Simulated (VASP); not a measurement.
# Pd: single point with r2SCAN50

Crystal: Pd.

```
Pd
1.0
    -1.57228    1.57228    1.57228
     1.57228   -1.57228    1.57228
     1.57228    1.57228   -1.57228
Pd
1
Direct
  0.00000 0.00000 0.00000
```

This isn't the form of Pd at room conditions, which is fcc.

```
Program                            : VASP 6.6.1
Task                               : single point
Functional                         : r2SCAN50
Potentials or basis                : VASP PAW PBE potentials, release 64 (Pd)
Cutoff                             : 520 eV
k mesh                             : 6 × 6 × 6
Occupations                        : fermi-dirac, width 0.05 eV
Spin                               : no spin polarisation
Dipole correction                  : no
Grid for exact exchange (PRECFOCK) : Normal
Further INCAR settings             : ALGO = Normal; EDIFF = 1e-07; NBANDS = 11
Share of exact exchange            : 0.5
```

| Quantity | Value |
| --- | --- |
| Pressure | -10.8 GPa |
| Band gap on the k mesh | zero (bands 5 and 6 overlap by 4.32 eV) |

Levels at points of the mesh, in eV from the Fermi level:
```tsv
k point	band 2	band 3	band 4	band 5	band 6	band 7	band 8	band 9
(0.00, 0.00, 0.00)	-4.81	-4.81	-4.81	-3.15	-3.15	23.46	23.46	23.46
(0.50, 0.00, 0.00)	-6.08	-2.98	-2.73	1.16	3.64	11.12	18.95	21.85
(0.50, 0.50, 0.50)	-7.56	0.84	0.84	0.84	12.63	12.63	12.63	21.33
```

Run time: 5.5 min on 1 thread of Intel(R) Xeon(R) Platinum 8559C (Emerald Rapids) (shared host), peak memory 0.13 GiB.

Caveat: the k points lie up to 0.47 Å⁻¹ apart, too coarse for converged energies and pressures of a metal; the PAW data sets were made with another functional, which shifts forces and pressure a little.
